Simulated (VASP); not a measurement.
# Si (P6_3/mmc) in VASP: single point with r2SCAN

Aim: the single point of Si with r2SCAN.

All numbers are computed with VASP 6.6.1; they aren't measurements. Logs are shortened: lines on timing, memory, paths and dates and some standing lists are left out, and cuts for length are marked.

**1. The cell of the first run**

It takes space group P6_3/mmc (No. 194, hexagonal). Conventional cell: a = 2.639 Å, b = 2.639 Å, c = 4.553 Å, α = 90.00°, β = 90.00°, γ = 120.00°. Within 3.5 Å of Si (site symmetry -6m2) lie 12 Si at 2.64 to 2.74 Å.

This isn't the form of Si at room conditions, which is diamond.

**2. Single point, r2SCAN**

File POSCAR:

```
Si
1.0
   -2.6391948715      0.0000000000      0.0000000000
   -1.3195974358     -2.2856098043      0.0000000000
    0.0000000000      0.0000000000     13.6594726067
Si
6
Direct
    0.3333333333      0.3333333333      0.0833333333
    0.3333333333      0.3333333333      0.4166666667
    0.3333333333      0.3333333333      0.7500000000
    0.6666666667      0.6666666667      0.2500000000
    0.6666666667      0.6666666667      0.5833333333
    0.6666666667      0.6666666667      0.9166666667
```

File INCAR.step1:

```
PREC     = Accurate       # precision mode
ENCUT    = 520            # plane-wave cutoff, eV
ISMEAR   = 0              # smearing method
SIGMA    = 0.15           # smearing width, eV
LREAL    = F              # projectors in reciprocal space
LASPH    = T              # aspherical terms in the spheres
NELM     = 100            # most SCF steps
NBANDS   = 21             # bands
GGA      = PE             # functional
ALGO     = Normal         # electronic algorithm
EDIFF    = 1E-4           # SCF threshold, eV
LWAVE    = T              # write WAVECAR
LCHARG   = F              # write CHGCAR
```

File INCAR.step2:

```
PREC     = Accurate       # precision mode
ENCUT    = 520            # plane-wave cutoff, eV
EDIFF    = 1E-7           # SCF threshold, eV
ISMEAR   = 0              # smearing method
SIGMA    = 0.15           # smearing width, eV
LREAL    = F              # projectors in reciprocal space
LASPH    = T              # aspherical terms in the spheres
NELM     = 100            # most SCF steps
ALGO     = Normal         # electronic algorithm
ISIF     = 2              # what is computed and relaxed
LWAVE    = F              # write WAVECAR
LCHARG   = F              # write CHGCAR
METAGGA  = R2SCAN         # meta-GGA
LMIXTAU  = T            
NBANDS   = 21             # bands
ISTART   = 1
```

File KPOINTS:

```
regular mesh
0
Gamma
  25 25 5
```

Potentials or basis: VASP PAW PBE potentials, release 64 (Si).

Started as:

```sh
$ cat potpaw_PBE.64/Si/POTCAR > POTCAR
$ cp INCAR.step1 INCAR
$ mpirun -np 1 vasp_std > vasp.out
$ cp INCAR.step2 INCAR
$ mpirun -np 1 vasp_std > vasp.out
```

OUTCAR:

```text
PREC = Accurate
   ENCUT = 520
   EDIFF = 1E-7
   ISMEAR = 0
   LREAL = F
   LASPH = T
   NELM = 100
   ISIF = 2
   METAGGA = R2SCAN
   ISTART = 1

 ion  position               nearest neighbor table
   1  0.333  0.333  0.083-   6 2.74   6 2.74   6 2.74   4 2.74   4 2.74   4 2.74
   2  0.333  0.333  0.417-   5 2.74   5 2.74   5 2.74   4 2.74   4 2.74   4 2.74
   3  0.333  0.333  0.750-   5 2.74   6 2.74   5 2.74   6 2.74   5 2.74   6 2.74
   4  0.667  0.667  0.250-   1 2.74   2 2.74   1 2.74   2 2.74   1 2.74   2 2.74
   5  0.667  0.667  0.583-   2 2.74   2 2.74   2 2.74   3 2.74   3 2.74   3 2.74
   6  0.667  0.667  0.917-   1 2.74   1 2.74   1 2.74   3 2.74   3 2.74   3 2.74

  LATTYP: Found a hexagonal cell.
 ALAT       =     2.6391948716
 C/A-ratio  =     5.1756210782

  Lattice vectors:

 A1 = (   1.3195974358,   2.2856098043,   0.0000000000)
 A2 = (  -2.6391948715,   0.0000000000,   0.0000000000)
 A3 = (   0.0000000000,   0.0000000000,  13.6594726067)

Analysis of symmetry for initial positions (statically):
=====================================================================
 Subroutine PRICEL returns following result:

  LATTYP: Found a hexagonal cell.
 ALAT       =     2.6391948716
 C/A-ratio  =     1.7252070264

  Lattice vectors:

 A1 = (   1.3195974358,   2.2856098043,   0.0000000000)
 A2 = (  -2.6391948715,   0.0000000000,   0.0000000000)
 A3 = (   0.0000000000,   0.0000000000,   4.5531575365)

   3 primitive cells build up your supercell.

 Routine SETGRP: Setting up the symmetry group for a
 hexagonal supercell.

 Subroutine GETGRP returns: Found 24 space group operations
 (whereof 12 operations were pure point group operations)
 out of a pool of 24 trial point group operations.

The static configuration has the point symmetry D_3d.
 The point group associated with its full space group is D_6h.

Analysis of symmetry for dynamics (positions and initial velocities):
=====================================================================
 Subroutine PRICEL returns following result:

  LATTYP: Found a hexagonal cell.
 ALAT       =     2.6391948716
 C/A-ratio  =     1.7252070264

  Lattice vectors:

 A1 = (   1.3195974358,   2.2856098043,   0.0000000000)
 A2 = (  -2.6391948715,   0.0000000000,   0.0000000000)
 A3 = (   0.0000000000,   0.0000000000,   4.5531575365)

   3 primitive cells build up your supercell.

 Routine SETGRP: Setting up the symmetry group for a
 hexagonal supercell.

 Subroutine GETGRP returns: Found 24 space group operations
 (whereof 12 operations were pure point group operations)
 out of a pool of 24 trial point group operations.

The dynamic configuration has the point symmetry D_3d.
 The point group associated with its full space group is D_6h.

 Subroutine INISYM returns: Found 24 space group operations
 (whereof 12 operations are pure point group operations),
 and found     3 'primitive' translations

----------------------------------------------------------------------------------------

                                     Primitive cell

  volume of cell :      27.4654

  direct lattice vectors                    reciprocal lattice vectors
     1.319597436  2.285609804  0.000000000     0.000000000  0.437519999  0.000000000
    -2.639194871  0.000000000  0.000000000    -0.378903434  0.218760000  0.000000000
     0.000000000  0.000000000  4.553157536     0.000000000  0.000000000  0.219627806

  length of vectors
     2.639194872  2.639194871  4.553157536     0.437519999  0.437519999  0.219627806

  position of ions in fractional coordinates (direct lattice)
     0.666666667  0.333333333  0.250000000
     0.333333333  0.666666667  0.750000000

  ion indices of the primitive-cell ions
   primitive index   ion index
                 1           1
                 2           6

----------------------------------------------------------------------------------------

 KPOINTS: regular mesh

Automatic generation of k-mesh.
 Grid dimensions read from file:
 generate k-points for:   25   25    5

 Generating k-lattice:

  Cartesian coordinates                     Fractional coordinates (reciprocal lattice)
    -0.015156137  0.008750400  0.000000000     0.040000000  0.000000000  0.000000000
     0.000000000 -0.017500800  0.000000000     0.000000000  0.040000000  0.000000000
     0.000000000  0.000000000  0.014641854     0.000000000  0.000000000  0.200000000

  Length of vectors
     0.017500800  0.017500800  0.014641854

  Shift w.r.t. Gamma in fractional coordinates (k-lattice)
     0.000000000  0.000000000  0.000000000

 Subroutine IBZKPT returns following result:
 ===========================================

 Found    195 irreducible k-points:

 Following reciprocal coordinates:
            Coordinates               Weight
  0.000000  0.000000  0.000000      1.000000
  0.040000  0.000000  0.000000      6.000000
  0.080000  0.000000  0.000000      6.000000
  0.120000  0.000000  0.000000      6.000000
  0.160000  0.000000  0.000000      6.000000
  0.200000  0.000000  0.000000      6.000000
[... 16 lines left out ...]
  0.440000  0.040000  0.000000     12.000000
  0.480000  0.040000  0.000000     12.000000
 [... further k-points ...]
   k-points           NKPTS =    195   k-points in BZ     NKDIM =    195   number of bands    NBANDS=     21
   number of dos      NEDOS =    301   number of ions     NIONS =      6
   total plane-waves  NPLWV =  43200
   dimension x,y,z NGX =    20 NGY =   20 NGZ =  108
   dimension x,y,z NGXF=    40 NGYF=   40 NGZF=  216
   ions per type =               6
   NGX,Y,Z   is equivalent  to a cutoff of  12.60, 12.60, 13.14 a.u.
   NGXF,Y,Z  is equivalent  to a cutoff of  25.20, 25.20, 26.29 a.u.
 SYSTEM =  unknown system
   PREC   = accura    normal or accurate (medium, high low for compatibility)
   ISTART =      1    job   : 0-new  1-cont  2-samecut
   ICHARG =      0    charge: 1-file 2-atom 10-const
   ISPIN  =      1    spin polarized calculation?
   LNONCOLLINEAR =      F non collinear calculations
   LSORBIT =      F    spin-orbit coupling
   LASPH  =      T    aspherical Exc in radial PAW
   ENCUT  =  520.0 eV  38.22 Ry    6.18 a.u.   4.91  4.91 25.40*2*pi/ulx,y,z
   NELM   =    100;   NELMIN=  2; NELMDL=  0     # of ELM steps
   EDIFF  = 0.1E-06   stopping-criterion for ELM
   LREAL  =      F    real-space projection
   EDIFFG = 0.1E-05   stopping-criterion for IOM
   NSW    =      0    number of steps for IOM
   IBRION =     -1    ionic relax: 0-MD 1-quasi-New 2-CG
   NFREE  =      0    steps in history (QN), initial steepest desc. (CG)
   ISIF   =      2    stress and relaxation
   ISYM   =      2    0-nonsym 1-usesym 2-fastsym
   POTIM  = 0.5000    time-step for ionic-motion
   TEBEG  =    0.0;   TEEND  =   0.0 temperature during run
   PSTRESS=    0.0 pullay stress
   NELECT =      24.0000    total number of electrons
   NUPDOWN=      -1.0000    fix difference up-down
   EMIN   =  10.00;   EMAX   =-10.00  energy-range for DOS
   EFERMI =   0.00;   METHOD = LEGACY
   ISMEAR =     0;   SIGMA  =   0.15  broadening in eV -4-tet -1-fermi 0-gaus
   EFERMI_NEDOS =   21; number of points for ismear=-14 and -15
   IALGO  =     38    algorithm
   IMIX   =      4    mixing-type and parameters
     AMIX     =   0.40;   BMIX     =  1.00
     AMIX_MAG =   1.60;   BMIX_MAG =  1.00
  volume/ion in A,a.u.               =      13.73        92.67
  Fermi-wavevector in a.u.,A,eV,Ry     =   1.085199  2.050729 16.022997  1.177657
  Thomas-Fermi vector in A             =   2.221307
   LORBIT       =      0    0 simple, 1 ext, 2 COOP (PROOUT), +10 PAW based schemes
   METAGGA = R2SCAN    functional components
   LHFCALC =     F    Hartree Fock is set to
   AEXX    =    0.0000 exact exchange contribution
   IVDW    =     0    specifies the selected vdW correction
   LEPSILON=     F    determine dielectric tensor
   LRPA    =     F    only Hartree local field effects (RPA)
 non-spin polarized calculation
 Gauss-broadening in eV      SIGMA  =   0.15
  energy-cutoff  :      520.00
  volume of cell :       82.40
 maximum number of plane-waves:      2263
   NGX =  9   NGY =  9   NGZ = 51

 number of electron      24.0000002 magnetization

 Free energy of the ion-electron system (eV)
  ---------------------------------------------------
  ext. energy  EPLUGINS =         0.00000000
  ---------------------------------------------------
  free energy    TOTEN  =       -48.42471508 eV

  energy without entropy =      -48.39922807  energy(sigma->0) =      -48.41197157

 E-fermi :  10.9348     XC(G=0): -12.1959

 val. band max:       10.9304234740   @ k =   0.4000   0.0400   0.4000
 cond. band min:      10.9357889585   @ k =  -0.4400   0.2000   0.2000
 fundamental gap:      0.0053654845
 Fermi energy:        10.9348487137

 k-point     1 :       0.0000    0.0000    0.0000
  band No.  band energies     occupation
      1      -4.9719      2.00000
      2      -4.1473      2.00000
      3      -4.1473      2.00000
      4      -1.6966      2.00000
      5      -1.6966      2.00000
      6       1.9022      2.00000
[... 13 lines left out ...]
     20      22.2462      0.00000
     21      22.2462      0.00000

 k-point     2 :       0.0400    0.0000    0.0000
  band No.  band energies     occupation
      1      -4.9245      2.00000
      2      -4.1001      2.00000
      3      -4.1001      2.00000
      4      -1.6500      2.00000
      5      -1.6500      2.00000
      6       1.9486      2.00000
[... 13 lines left out ...]
     20      22.7335      0.00000
     21      22.7338      0.00000

 k-point     3 :       0.0800    0.0000    0.0000
  band No.  band energies     occupation
      1      -4.7826      2.00000
      2      -3.9587      2.00000
      3      -3.9587      2.00000
      4      -1.5100      2.00000
      5      -1.5100      2.00000
      6       2.0877      2.00000
[... 13 lines left out ...]
     20      21.3790      0.00000
     21      22.0896      0.00000
[... 457 lines left out ...]
 k-point    23 :       0.4400    0.0400    0.0000
  band No.  band energies     occupation
      1       0.2111      2.00000
      2       1.0155      2.00000
      3       1.0155      2.00000
      4       3.3872      2.00000
      5       3.3872      2.00000
      6       4.7618      2.00000
[... 13 lines left out ...]
     20      16.7563      0.00000
     21      16.7563      0.00000

 k-point    24 :       0.4800    0.0400    0.0000
  band No.  band energies     occupation
      1       1.2121      2.00000
      2       2.0108      2.00000
      3       2.0108      2.00000
      4       3.5367      2.00000
      5       4.0993      2.00000
      6       4.0993      2.00000
[... 13 lines left out ...]
     20      15.8087      0.00000
     21      15.8087      0.00000

 [... further k-points ...]

------------------------ aborting loop because EDIFF is reached ----------------------------------------

  FORCE on cell =-STRESS in cart. coord.  units (eV):
  Direction    XX          YY          ZZ          XY          YZ          ZX
  --------------------------------------------------------------------------------------
  -------------------------------------------------------------------------------------
  Total        0.0533301      0.0533301     -0.2368075      0.0000000      0.0000000      0.0000000
  in kB        1.0369920      1.0369920     -4.6046713      0.0000000      0.0000000      0.0000000
  external PRESSURE =      -0.8435624 kB  Pullay stress =       0.0000000 kB

 VOLUME and BASIS-vectors are now :
 -----------------------------------------------------------------------------
  energy-cutoff  :      520.00
  volume of cell :       82.40
      direct lattice vectors                 reciprocal lattice vectors
    -2.639194871  0.000000000  0.000000000    -0.378903434  0.218760000  0.000000000
    -1.319597436 -2.285609804  0.000000000     0.000000000 -0.437519999  0.000000000
     0.000000000  0.000000000 13.659472607     0.000000000  0.000000000  0.073209269

 POSITION                                       TOTAL-FORCE (eV/Angst)
 -----------------------------------------------------------------------------------
     -1.31960     -0.76187      1.13829        -0.000000     -0.000000      0.000000
     -1.31960     -0.76187      5.69145         0.000000     -0.000000      0.000000
     -1.31960     -0.76187     10.24460         0.000000     -0.000000     -0.000000
     -2.63919     -1.52374      3.41487        -0.000000      0.000000      0.000000
     -2.63919     -1.52374      7.96803         0.000000      0.000000     -0.000000
     -2.63919     -1.52374     12.52118         0.000000      0.000000      0.000000
 -----------------------------------------------------------------------------------
    total drift:                                0.000000     -0.000000     -0.000000

  FREE ENERGIE OF THE ION-ELECTRON SYSTEM (eV)
  ---------------------------------------------------
  free  energy   TOTEN  =       -48.4247150818 eV

  energy  without entropy=      -48.3992280653  energy(sigma->0) =      -48.41197157
```

Wall time 29 min (1 thread of Intel Xeon 8259CL, shared host); peak memory 0.37 GiB.

Results:

- Free energy: -48.4247 eV
- Pressure: -0.1 GPa
- Band gap on the k mesh: zero (bands 12 and 13 overlap by 13.71 eV)

Caveat: the PAW data sets were made with another functional, which shifts forces and pressure a little.
